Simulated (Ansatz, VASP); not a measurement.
# Al: VASP beside Ansatz

Contents of INCAR:

```
ALGO = Fast
EDIFF = 1E-6
ENCUT = 520
GGA = PE
ISIF = 2
ISMEAR = 0
IVDW = 12
LASPH = T
LCHARG = F
LREAL = F
LWAVE = F
NBANDS = 14
NELM = 80
PREC = Accurate
SIGMA = 0.15
```

Contents of KPOINTS:

```
k-points
0
Gamma
  18 18 4
```

POSCAR

```
Al
1.0
    2.8144222650      0.0000000000      0.0000000000
   -1.4072111325      2.4373611785      0.0000000000
    0.0000000000      0.0000000000      9.2410470710
Al
4
Direct
    0.0000000000      0.0000000000      0.0000000000
    0.4194920864      0.8389841729      0.1894008065
    0.0000000000      0.0000000000      0.5000000000
    0.6666666667      0.3333333333      0.7500000000
```

Input for Ansatz:

```yaml
crystal:
  lattice:
    - [2.814422265, 0.0, 0.0]
    - [-1.4072111325, 2.4373611785, 0.0]
    - [0.0, 0.0, 9.241047071]
  atoms:
    - { symbol: Al, position: [0.0, 0.0, 0.0] }
    - { symbol: Al, position: [0.4194920864, 0.8389841729, 0.1894008065] }
    - { symbol: Al, position: [0.0, 0.0, 0.5] }
    - { symbol: Al, position: [0.6666666667, 0.3333333333, 0.75] }
basis:
  ecutwfc: 420
kpoints:
  mp_grid: { grid: [18, 18, 4] }
hamiltonian:
  xc: pbe
  pseudopotentials: { kind: paw, azcp: { folder: soft_1 } }
  dispersion: d3bj
scf:
  occupations: { method: gaussian, width: 0.15 }
output:
  forces: true
  stress: true
  eigenvalues: true
```

Alike in both runs: task single point; functional PBE; dispersion D3(BJ); k mesh 18 × 18 × 4; occupations gaussian, width 0.15 eV; no spin polarisation.

```csv
,VASP,Ansatz
version,VASP 6.6.1,Ansatz 0.2.0
potentials or method,"VASP PAW PBE potentials, release 64 (Al), cutoff 520 eV","scalar-relativistic, plane waves, PAW"
valence electrons in the cell,12,12
```

VASP gave:

- gap on the k mesh at the Fermi level (eV): none
- pressure (GPa): 8.8
- traceless stress, the component that is largest in VASP (GPa): -7.30
- rms of the force components (eV/Å): 1.953

Task: What did Ansatz give for the same quantities?

Result: gap on the k mesh at the Fermi level (eV): none; pressure (GPa): 8.8; traceless stress, the component that is largest in VASP (GPa): -7.29; rms of the force components (eV/Å): 1.952.

Atom by atom the forces differ by 0.002 eV/Å (rms over components). A gap of «none» marks a metal or a gap that the smearing closes.
